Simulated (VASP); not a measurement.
# KNaRhF6 (a cell with a defect) in VASP: a series of runs, part 2 of 2

VASP 6.6.1. The steps go on from the part before.

### 3 Single point, PBEsol

The input, INCAR:

```
SYSTEM = KNaRhF6
ALGO = Normal
EDIFF = 1E-6
ENCUT = 520
GGA = PS
ISIF = 2
ISMEAR = -1
LASPH = .TRUE.
LCHARG = .FALSE.
LREAL = .FALSE.
LWAVE = .FALSE.
NBANDS = 46
NELM = 60
PREC = Accurate
SIGMA = 0.05
```

The input, KPOINTS:

```
k-points
0
G
  3 3 3
  0 0 0
```

The input, POSCAR:

```
KNaRhF6
1.0
    0.0000000000      4.2112070000      4.2112070000
    4.2112070000      0.0000000000      4.2112070000
    4.2112070000      4.2112070000      0.0000000000
K F Rh Na
1 6 1 1
Direct
    1.2497154616      1.2489605712      0.2505420655
    0.7704360056      0.2270886945      0.2282479821
    0.2255150364      0.7712082308      0.2298413495
    0.2273508521      0.7707634652      0.7740095654
    0.7724950353      0.2267552984      0.7723136146
    0.2272561050      0.2261177140      0.7742819339
    0.7706440220      0.7721039360      0.2279357201
   -0.0009714555     -0.0009778669      0.0010474432
    0.4993377196      0.4991976172      0.5007776868
```

Potentials or basis: VASP PAW PBE potentials, release 64 (K_sv, F, Rh_pv, Na_pv).

Command:

```console
$ cat potpaw_PBE.64/K_sv/POTCAR potpaw_PBE.64/F/POTCAR potpaw_PBE.64/Rh_pv/POTCAR potpaw_PBE.64/Na_pv/POTCAR > POTCAR
$ mpirun -np 1 vasp_std > vasp.out
```

OUTCAR:

```text
SYSTEM = KNaRhF6
   EDIFF = 1E-6
   ENCUT = 520
   GGA = PS
   ISIF = 2
   ISMEAR = -1
   LASPH = .TRUE.
   LREAL = .FALSE.
   NELM = 60
   PREC = Accurate

 ion  position               nearest neighbor table
   1  0.250  0.249  0.251-
   2  0.770  0.227  0.228-   8 1.92   9 2.29
   3  0.226  0.771  0.230-   8 1.92   9 2.29
   4  0.227  0.771  0.774-   8 1.92   9 2.29
   5  0.772  0.227  0.772-   8 1.92   9 2.29
   6  0.227  0.226  0.774-   8 1.92   9 2.30
   7  0.771  0.772  0.228-   8 1.92   9 2.29
   8  0.999  0.999  0.001-   2 1.92   5 1.92   3 1.92   4 1.92   7 1.92   6 1.92
   9  0.499  0.499  0.501-   7 2.29   2 2.29   5 2.29   3 2.29   4 2.29   6 2.30

  LATTYP: Found a face centered cubic cell.
 ALAT       =     8.4224140000

  Lattice vectors:

 A1 = (   0.0000000000,   4.2112070000,   4.2112070000)
 A2 = (   4.2112070000,   0.0000000000,   4.2112070000)
 A3 = (   4.2112070000,   4.2112070000,   0.0000000000)

Analysis of symmetry for initial positions (statically):
=====================================================================
 Subroutine PRICEL returns:
 Original cell was already a primitive cell.

 Routine SETGRP: Setting up the symmetry group for a
 face centered cubic supercell.

 Subroutine GETGRP returns: Found  1 space group operations
 (whereof  1 operations were pure point group operations)
 out of a pool of 48 trial point group operations.

The static configuration has the point symmetry C_1 .

Analysis of symmetry for dynamics (positions and initial velocities):
=====================================================================
 Subroutine PRICEL returns:
 Original cell was already a primitive cell.

 Routine SETGRP: Setting up the symmetry group for a
 face centered cubic supercell.

 Subroutine GETGRP returns: Found  1 space group operations
 (whereof  1 operations were pure point group operations)
 out of a pool of 48 trial point group operations.

The dynamic configuration has the point symmetry C_1 .

 Subroutine INISYM returns: Found  1 space group operations
 (whereof  1 operations are pure point group operations),
 and found     1 'primitive' translations

----------------------------------------------------------------------------------------

                                     Primitive cell

  volume of cell :     149.3653

  direct lattice vectors                    reciprocal lattice vectors
     0.000000000  4.211207000  4.211207000    -0.118730806  0.118730806  0.118730806
     4.211207000  0.000000000  4.211207000     0.118730806 -0.118730806  0.118730806
     4.211207000  4.211207000  0.000000000     0.118730806  0.118730806 -0.118730806

  length of vectors
     5.955546053  5.955546053  5.955546053     0.205647788  0.205647788  0.205647788

  position of ions in fractional coordinates (direct lattice)
     0.249715462  0.248960571  0.250542065
     0.770436006  0.227088694  0.228247982
     0.225515036  0.771208231  0.229841349
     0.227350852  0.770763465  0.774009565
     0.772495035  0.226755298  0.772313615
     0.227256105  0.226117714  0.774281934
     0.770644022  0.772103936  0.227935720
     0.999028544  0.999022133  0.001047443
     0.499337720  0.499197617  0.500777687
[... 50 lines left out ...]
  0.000000 -0.333333  0.333333      2.000000
  0.333333  0.000000 -0.333333      2.000000
  0.333333  0.333333 -0.333333      2.000000
 -0.333333  0.333333 -0.333333      2.000000
  0.333333 -0.333333 -0.333333      2.000000
   k-points           NKPTS =     14   k-points in BZ     NKDIM =     14   number of bands    NBANDS=     46
   number of dos      NEDOS =    301   number of ions     NIONS =      9
   total plane-waves  NPLWV = 110592
   dimension x,y,z NGX =    48 NGY =   48 NGZ =   48
   dimension x,y,z NGXF=    96 NGYF=   96 NGZF=   96
   ions per type =               1   6   1   1
   NGX,Y,Z   is equivalent  to a cutoff of  13.40, 13.40, 13.40 a.u.
   NGXF,Y,Z  is equivalent  to a cutoff of  26.80, 26.80, 26.80 a.u.
 SYSTEM =  KNaRhF6
   PREC   = accura    normal or accurate (medium, high low for compatibility)
   ISTART =      0    job   : 0-new  1-cont  2-samecut
   ICHARG =      2    charge: 1-file 2-atom 10-const
   ISPIN  =      1    spin polarized calculation?
   LNONCOLLINEAR =      F non collinear calculations
   LSORBIT =      F    spin-orbit coupling
   LASPH  =      T    aspherical Exc in radial PAW
   ENCUT  =  520.0 eV  38.22 Ry    6.18 a.u.  11.07 11.07 11.07*2*pi/ulx,y,z
   NELM   =     60;   NELMIN=  2; NELMDL= -5     # of ELM steps
   EDIFF  = 0.1E-05   stopping-criterion for ELM
   LREAL  =      F    real-space projection
   EDIFFG = 0.1E-04   stopping-criterion for IOM
   NSW    =      0    number of steps for IOM
   IBRION =     -1    ionic relax: 0-MD 1-quasi-New 2-CG
   NFREE  =      0    steps in history (QN), initial steepest desc. (CG)
   ISIF   =      2    stress and relaxation
   ISYM   =      2    0-nonsym 1-usesym 2-fastsym
   POTIM  = 0.5000    time-step for ionic-motion
   TEBEG  =    0.0;   TEEND  =   0.0 temperature during run
   PSTRESS=    0.0 pullay stress
   NELECT =      73.0000    total number of electrons
   NUPDOWN=      -1.0000    fix difference up-down
   EMIN   =  10.00;   EMAX   =-10.00  energy-range for DOS
   EFERMI =   0.00;   METHOD = LEGACY
   ISMEAR =    -1;   SIGMA  =   0.05  broadening in eV -4-tet -1-fermi 0-gaus
   EFERMI_NEDOS =   21; number of points for ismear=-14 and -15
   IALGO  =     38    algorithm
   IMIX   =      4    mixing-type and parameters
     AMIX     =   0.40;   BMIX     =  1.00
     AMIX_MAG =   1.60;   BMIX_MAG =  1.00
  volume/ion in A,a.u.               =      16.60       112.00
  Fermi-wavevector in a.u.,A,eV,Ry     =   1.289533  2.436864 22.625072  1.662896
  Thomas-Fermi vector in A             =   2.421420
   LORBIT       =      0    0 simple, 1 ext, 2 COOP (PROOUT), +10 PAW based schemes
   GGA     = PS    functional components
   LHFCALC =     F    Hartree Fock is set to
   AEXX    =    0.0000 exact exchange contribution
   IVDW    =     0    specifies the selected vdW correction
   LEPSILON=     F    determine dielectric tensor
   LRPA    =     F    only Hartree local field effects (RPA)
 non-spin polarized calculation
  energy-cutoff  :      520.00
  volume of cell :      149.37
 maximum number of plane-waves:      4040
 NGX is ok and might be reduce to    48
   NGX = 23   NGY = 23   NGZ = 23

 number of electron      73.0000024 magnetization

 Free energy of the ion-electron system (eV)
  ---------------------------------------------------
  ext. energy  EPLUGINS =         0.00000000
  ---------------------------------------------------
  free energy    TOTEN  =       -41.83097521 eV

  energy without entropy =      -41.71535610  energy(sigma->0) =      -41.77316566

 E-fermi :  -1.1311     XC(G=0):  -8.3848

 val. band max:       -1.1613577911   @ k =   0.0000  -0.3333   0.3333
 cond. band min:       1.3630477132   @ k =   0.3333   0.3333   0.0000
 fundamental gap:      2.5244055043
 Fermi energy:        -1.1310896969

 k-point     1 :       0.0000    0.0000    0.0000
  band No.  band energies     occupation
      1     -48.4081      2.00000
      2     -48.4066      2.00000
      3     -48.4064      2.00000
      4     -28.8863      2.00000
      5     -23.3961      2.00000
      6     -23.0327      2.00000
[... 675 lines left out ...]
     45       8.8293      0.00000
     46       8.9793      0.00000

------------------------ aborting loop because EDIFF is reached ----------------------------------------

  FORCE on cell =-STRESS in cart. coord.  units (eV):
  Direction    XX          YY          ZZ          XY          YZ          ZX
  --------------------------------------------------------------------------------------
  -------------------------------------------------------------------------------------
  Total       -1.0617562     -1.0609138     -1.0714411      0.0042590     -0.0032094      0.0020584
  in kB      -11.3890013    -11.3799646    -11.4928862      0.0456841     -0.0344257      0.0220793
  external PRESSURE =     -11.4206174 kB  Pullay stress =       0.0000000 kB

 VOLUME and BASIS-vectors are now :
 -----------------------------------------------------------------------------
  energy-cutoff  :      520.00
  volume of cell :      149.37
      direct lattice vectors                 reciprocal lattice vectors
     0.000000000  4.211207000  4.211207000    -0.118730806  0.118730806  0.118730806
     4.211207000  0.000000000  4.211207000     0.118730806 -0.118730806  0.118730806
     4.211207000  4.211207000  0.000000000     0.118730806  0.118730806 -0.118730806

 POSITION                                       TOTAL-FORCE (eV/Angst)
 -----------------------------------------------------------------------------------
      2.10351      2.10669      2.10003         0.001510     -0.000412     -0.001200
      1.91752      4.20566      4.20078         0.051929      0.002249      0.002828
      4.21563      1.91760      4.19741         0.000923      0.051077      0.000807
      6.50536      4.21694      4.20327        -0.050208     -0.001328      0.001625
      4.20729      6.50551      4.20805        -0.002688     -0.052329      0.002993
      4.21289      4.21768      1.90925        -0.000153     -0.000492      0.048527
      4.21137      4.20523      6.49683        -0.001436      0.001641     -0.049067
      4.21150      4.21153      8.41420        -0.000205     -0.000186     -0.001867
      4.21110      4.21169      4.20504         0.000327     -0.000221     -0.004645
 -----------------------------------------------------------------------------------
    total drift:                               -0.000071      0.000026      0.001376

  FREE ENERGIE OF THE ION-ELECTRON SYSTEM (eV)
  ---------------------------------------------------
  free  energy   TOTEN  =       -41.8309752091 eV

  energy  without entropy=      -41.7153561047  energy(sigma->0) =      -41.77316566
```

Run time: 7 min. Hardware: 1 thread of Intel Xeon 8259CL, shared host; peak memory 0.37 GiB.

What came out:

- Free energy: -41.8310 eV
- Pressure: -1.1 GPa
- Largest force: 0.052 eV/Å
- Band gap on the k mesh: zero (an odd number of electrons rules out a gap without spin polarisation)

Forces in eV/Å, atoms in the order of the input:
```
K    0.002  0.000 -0.001
F    0.052  0.002  0.003
F    0.001  0.051  0.001
F   -0.050 -0.001  0.002
F   -0.003 -0.052  0.003
F    0.000  0.000  0.049
F   -0.001  0.002 -0.049
Rh   0.000  0.000 -0.002
Na   0.000  0.000 -0.005
```

Caveat: the k points lie up to 0.43 Å⁻¹ apart, too coarse for converged energies and pressures of a metal; the PAW data sets were made with another functional, which shifts forces and pressure a little; an odd number of electrons without spin polarisation forces a metal; a magnetic or distorted state may lie lower.
